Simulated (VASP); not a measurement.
# CuI (F-43m) in VASP: a series of runs

Aim: see how the results for CuI move with the level of theory and the settings. Levels: PBE+D3(BJ), RPBE, SVWN5. Tasks: single point.

Everything below comes from runs of VASP 6.6.1. Logs are shortened: lines on timing, memory, paths and dates and some standing lists are left out, and cuts for length are marked.

## (1) The cell of the first run

The structure is cubic, space group F-43m (No. 216). The conventional cell has a = 6.103 Å, b = 6.103 Å, c = 6.103 Å, α = 90.00°, β = 90.00°, γ = 90.00°. I (site symmetry -43m) has 4 Cu at 2.64 Å within 3.5 Å. Cu (site symmetry -43m) has 4 I at 2.64 Å within 3.5 Å.

## (2) Single point, PBE+D3(BJ)

Contents of INCAR:

```
SYSTEM = CuI
PREC     = Accurate       ! precision mode
ENCUT    = 520            ! plane-wave cutoff, eV
EDIFF    = 1E-6           ! SCF threshold, eV
ISMEAR   = -1             ! smearing method
SIGMA    = 0.05           ! smearing width, eV
LREAL    = .False.        ! projectors in reciprocal space
LASPH    = .True.         ! aspherical terms in the spheres
NELM     = 80             ! most SCF steps
ALGO     = Normal         ! electronic algorithm
ISIF     = 2              ! what is computed and relaxed
LWAVE    = .False.        ! write WAVECAR
LCHARG   = .False.        ! write CHGCAR
GGA      = PE             ! functional
IVDW     = 12             ! dispersion correction
NBANDS   = 16             ! bands
```

Contents of KPOINTS:

```
Automatic mesh
0
Gamma
  8 8 8
  0 0 0
```

Contents of POSCAR:

```
CuI
1.0
    0.0000000000      3.0515767440      3.0515767440
    3.0515767440      0.0000000000      3.0515767440
    3.0515767440      3.0515767440      0.0000000000
I Cu
1 1
Direct
    0.0000000000      0.0000000000      0.0000000000
    0.7500000000      0.7500000000      0.7500000000
```

Potentials or basis: VASP PAW PBE potentials, release 64 (I, Cu).

Run with:

```bash
> cat potpaw_PBE.64/I/POTCAR potpaw_PBE.64/Cu/POTCAR > POTCAR
> mpirun -np 1 vasp_std > vasp.out
```

OUTCAR:

```text
SYSTEM = CuI
   PREC = Accurate
   ENCUT = 520
   EDIFF = 1E-6
   ISMEAR = -1
   LREAL = .False.
   LASPH = .True.
   NELM = 80
   ISIF = 2
   GGA = PE
   IVDW = 12
 IVDW          = 12

 ion  position               nearest neighbor table
   1  0.000  0.000  0.000-   2 2.64   2 2.64   2 2.64   2 2.64
   2  0.750  0.750  0.750-   1 2.64   1 2.64   1 2.64   1 2.64

  LATTYP: Found a face centered cubic cell.
 ALAT       =     6.1031534880

  Lattice vectors:

 A1 = (   0.0000000000,   3.0515767440,   3.0515767440)
 A2 = (   3.0515767440,   0.0000000000,   3.0515767440)
 A3 = (   3.0515767440,   3.0515767440,   0.0000000000)

Analysis of symmetry for initial positions (statically):
=====================================================================
 Subroutine PRICEL returns:
 Original cell was already a primitive cell.

 Routine SETGRP: Setting up the symmetry group for a
 face centered cubic supercell.

 Subroutine GETGRP returns: Found 24 space group operations
 (whereof 24 operations were pure point group operations)
 out of a pool of 48 trial point group operations.

The static configuration has the point symmetry T_d .

Analysis of symmetry for dynamics (positions and initial velocities):
=====================================================================
 Subroutine PRICEL returns:
 Original cell was already a primitive cell.

 Routine SETGRP: Setting up the symmetry group for a
 face centered cubic supercell.

 Subroutine GETGRP returns: Found 24 space group operations
 (whereof 24 operations were pure point group operations)
 out of a pool of 48 trial point group operations.

The dynamic configuration has the point symmetry T_d .

 Subroutine INISYM returns: Found 24 space group operations
 (whereof 24 operations are pure point group operations),
 and found     1 'primitive' translations

----------------------------------------------------------------------------------------

                                     Primitive cell

  volume of cell :      56.8333

  direct lattice vectors                    reciprocal lattice vectors
     0.000000000  3.051576744  3.051576744    -0.163849722  0.163849722  0.163849722
     3.051576744  0.000000000  3.051576744     0.163849722 -0.163849722  0.163849722
     3.051576744  3.051576744  0.000000000     0.163849722  0.163849722 -0.163849722

  length of vectors
     4.315581218  4.315581218  4.315581218     0.283796043  0.283796043  0.283796043

  position of ions in fractional coordinates (direct lattice)
     0.000000000  0.000000000  0.000000000
     0.750000000  0.750000000  0.750000000

  ion indices of the primitive-cell ions
   primitive index   ion index
                 1           1
                 2           2

----------------------------------------------------------------------------------------

 KPOINTS: Automatic mesh

Automatic generation of k-mesh.
 Grid dimensions read from file:
 generate k-points for:    8    8    8

 Generating k-lattice:

  Cartesian coordinates                     Fractional coordinates (reciprocal lattice)
    -0.020481215  0.020481215  0.020481215     0.125000000  0.000000000  0.000000000
     0.020481215 -0.020481215  0.020481215     0.000000000  0.125000000  0.000000000
     0.020481215  0.020481215 -0.020481215     0.000000000  0.000000000  0.125000000

  Length of vectors
     0.035474505  0.035474505  0.035474505

  Shift w.r.t. Gamma in fractional coordinates (k-lattice)
     0.000000000  0.000000000  0.000000000

 Subroutine IBZKPT returns following result:
 ===========================================

 Found     29 irreducible k-points:

 Following reciprocal coordinates:
            Coordinates               Weight
  0.000000  0.000000  0.000000      1.000000
  0.125000  0.000000  0.000000      8.000000
  0.250000  0.000000  0.000000      8.000000
  0.375000  0.000000  0.000000      8.000000
  0.500000  0.000000  0.000000      4.000000
  0.125000  0.125000  0.000000      6.000000
[... 16 lines left out ...]
  0.500000  0.250000  0.125000     48.000000
 -0.375000  0.250000  0.125000     24.000000
 [... further k-points ...]
   k-points           NKPTS =     29   k-points in BZ     NKDIM =     29   number of bands    NBANDS=     16
   number of dos      NEDOS =    301   number of ions     NIONS =      2
   total plane-waves  NPLWV =  32768
   dimension x,y,z NGX =    32 NGY =   32 NGZ =   32
   dimension x,y,z NGXF=    64 NGYF=   64 NGZF=   64
   ions per type =               1   1
   NGX,Y,Z   is equivalent  to a cutoff of  12.33, 12.33, 12.33 a.u.
   NGXF,Y,Z  is equivalent  to a cutoff of  24.65, 24.65, 24.65 a.u.
 SYSTEM =  CuI
   PREC   = accura    normal or accurate (medium, high low for compatibility)
   ISTART =      0    job   : 0-new  1-cont  2-samecut
   ICHARG =      2    charge: 1-file 2-atom 10-const
   ISPIN  =      1    spin polarized calculation?
   LNONCOLLINEAR =      F non collinear calculations
   LSORBIT =      F    spin-orbit coupling
   LASPH  =      T    aspherical Exc in radial PAW
   ENCUT  =  520.0 eV  38.22 Ry    6.18 a.u.   8.02  8.02  8.02*2*pi/ulx,y,z
   NELM   =     80;   NELMIN=  2; NELMDL= -5     # of ELM steps
   EDIFF  = 0.1E-05   stopping-criterion for ELM
   LREAL  =      F    real-space projection
   EDIFFG = 0.1E-04   stopping-criterion for IOM
   NSW    =      0    number of steps for IOM
   IBRION =     -1    ionic relax: 0-MD 1-quasi-New 2-CG
   NFREE  =      0    steps in history (QN), initial steepest desc. (CG)
   ISIF   =      2    stress and relaxation
   ISYM   =      2    0-nonsym 1-usesym 2-fastsym
   POTIM  = 0.5000    time-step for ionic-motion
   TEBEG  =    0.0;   TEEND  =   0.0 temperature during run
   PSTRESS=    0.0 pullay stress
   NELECT =      18.0000    total number of electrons
   NUPDOWN=      -1.0000    fix difference up-down
   EMIN   =  10.00;   EMAX   =-10.00  energy-range for DOS
   EFERMI =   0.00;   METHOD = LEGACY
   ISMEAR =    -1;   SIGMA  =   0.05  broadening in eV -4-tet -1-fermi 0-gaus
   EFERMI_NEDOS =   21; number of points for ismear=-14 and -15
   IALGO  =     38    algorithm
   IMIX   =      4    mixing-type and parameters
     AMIX     =   0.40;   BMIX     =  1.00
     AMIX_MAG =   1.60;   BMIX_MAG =  1.00
  volume/ion in A,a.u.               =      28.42       191.77
  Fermi-wavevector in a.u.,A,eV,Ry     =   1.115916  2.108775 16.942896  1.245268
  Thomas-Fermi vector in A             =   2.252525
   LORBIT       =      0    0 simple, 1 ext, 2 COOP (PROOUT), +10 PAW based schemes
   GGA     = PE    functional components
   LHFCALC =     F    Hartree Fock is set to
   AEXX    =    0.0000 exact exchange contribution
   IVDW    =    12    specifies the selected vdW correction
   LEPSILON=     F    determine dielectric tensor
   LRPA    =     F    only Hartree local field effects (RPA)
 non-spin polarized calculation
  energy-cutoff  :      520.00
  volume of cell :       56.83
 maximum number of plane-waves:      1543
   NGX = 17   NGY = 17   NGZ = 17

 number of electron      18.0000006 magnetization

 Free energy of the ion-electron system (eV)
  ---------------------------------------------------
  ext. energy  EPLUGINS =         0.00000000
  ---------------------------------------------------
  free energy    TOTEN  =        -5.56187386 eV

  energy without entropy =       -5.56187365  energy(sigma->0) =       -5.56187375

 E-fermi :   4.8067     XC(G=0):  -8.8456

 val. band max:        4.2187706057   @ k =   0.0000   0.0000   0.0000
 cond. band min:       5.3110140927   @ k =   0.0000   0.0000   0.0000
 fundamental gap:      1.0922434870
 Fermi energy:         4.8067136076

 k-point     1 :       0.0000    0.0000    0.0000
  band No.  band energies     occupation
      1      -9.6896      2.00000
      2       0.6675      2.00000
      3       0.6675      2.00000
      4       0.6675      2.00000
      5       2.4476      2.00000
      6       2.4476      2.00000
[... 8 lines left out ...]
     15      13.7606      0.00000
     16      13.7606      0.00000

 k-point     2 :       0.1250    0.0000    0.0000
  band No.  band energies     occupation
      1      -9.6206      2.00000
      2       0.3729      2.00000
      3       0.6724      2.00000
      4       0.6724      2.00000
      5       2.4418      2.00000
      6       2.4418      2.00000
[... 8 lines left out ...]
     15      13.1238      0.00000
     16      13.1238      0.00000

 k-point     3 :       0.2500    0.0000    0.0000
  band No.  band energies     occupation
      1      -9.4443      2.00000
      2      -0.3185      2.00000
      3       0.6812      2.00000
      4       0.6812      2.00000
      5       2.4391      2.00000
      6       2.4391      2.00000
[... 8 lines left out ...]
     15      12.9242      0.00000
     16      13.1357      0.00000

 k-point     4 :       0.3750    0.0000    0.0000
  band No.  band energies     occupation
      1      -9.2517      2.00000
      2      -0.9775      2.00000
      3       0.6854      2.00000
      4       0.6854      2.00000
      5       2.4580      2.00000
      6       2.4580      2.00000
[... 8 lines left out ...]
     15      13.8192      0.00000
     16      13.8192      0.00000
[... 324 lines left out ...]
 k-point    22 :       0.3750    0.2500    0.1250
  band No.  band energies     occupation
      1      -9.3078      2.00000
      2      -0.5173      2.00000
      3       0.4501      2.00000
      4       0.6639      2.00000
      5       2.3816      2.00000
      6       2.4835      2.00000
[... 8 lines left out ...]
     15      14.4383      0.00000
     16      15.4784      0.00000

 k-point    23 :       0.5000    0.2500    0.1250
  band No.  band energies     occupation
      1      -9.1482      2.00000
      2      -0.8501      2.00000
      3       0.2301      2.00000
      4       0.6481      2.00000
      5       2.4035      2.00000
      6       2.4626      2.00000
[... 8 lines left out ...]
     15      14.8056      0.00000
     16      15.6434      0.00000

 k-point    24 :      -0.3750    0.2500    0.1250
  band No.  band energies     occupation
      1      -9.0784      2.00000
      2      -0.9908      2.00000
      3       0.1347      2.00000
      4       0.6345      2.00000
      5       2.3867      2.00000
      6       2.4589      2.00000
[... 8 lines left out ...]
     15      14.9212      0.00000
     16      15.4587      0.00000

 [... further k-points ...]

------------------------ aborting loop because EDIFF is reached ----------------------------------------

 Edisp (eV)   -0.66898

 E8    (eV) :    -0.2929

  FORCE on cell =-STRESS in cart. coord.  units (eV):
  Direction    XX          YY          ZZ          XY          YZ          ZX
  --------------------------------------------------------------------------------------
  -------------------------------------------------------------------------------------
  Total      -0.89238    -0.89238    -0.89238     0.00000    -0.00000     0.00000
  in kB     -25.15694   -25.15694   -25.15694     0.00000    -0.00000     0.00000
  external pressure =      -25.16 kB  Pullay stress =        0.00 kB

 VOLUME and BASIS-vectors are now :
 -----------------------------------------------------------------------------
  energy-cutoff  :      520.00
  volume of cell :       56.83
      direct lattice vectors                 reciprocal lattice vectors
     0.000000000  3.051576744  3.051576744    -0.163849722  0.163849722  0.163849722
     3.051576744  0.000000000  3.051576744     0.163849722 -0.163849722  0.163849722
     3.051576744  3.051576744  0.000000000     0.163849722  0.163849722 -0.163849722

 POSITION                                       TOTAL-FORCE (eV/Angst)
 -----------------------------------------------------------------------------------
      0.00000      0.00000      0.00000        -0.000000      0.000000      0.000000
      4.57737      4.57737      4.57737         0.000000     -0.000000     -0.000000
 -----------------------------------------------------------------------------------
    total drift:                               -0.000001     -0.000001     -0.000001

  FREE ENERGIE OF THE ION-ELECTRON SYSTEM (eV)
  ---------------------------------------------------
  free  energy   TOTEN  =        -6.2308517578 eV

  energy  without entropy=       -6.2308515547  energy(sigma->0) =       -6.23085166
```

Wall time 12 s (1 thread of Intel Xeon Platinum 8488C (Sapphire Rapids), shared host); peak memory 0.19 GiB.

What came out:

* Free energy: -6.2309 eV
* Pressure: -2.5 GPa
* Band gap on the k mesh: 1.09 eV
* Dispersion energy per atom: -0.334 eV

Caveat: spin-orbit coupling is left out, which moves the levels of the heavy elements. PBE gaps usually lie below the measured ones, often by a third to a half.

(Continued in part 2 of 2.)
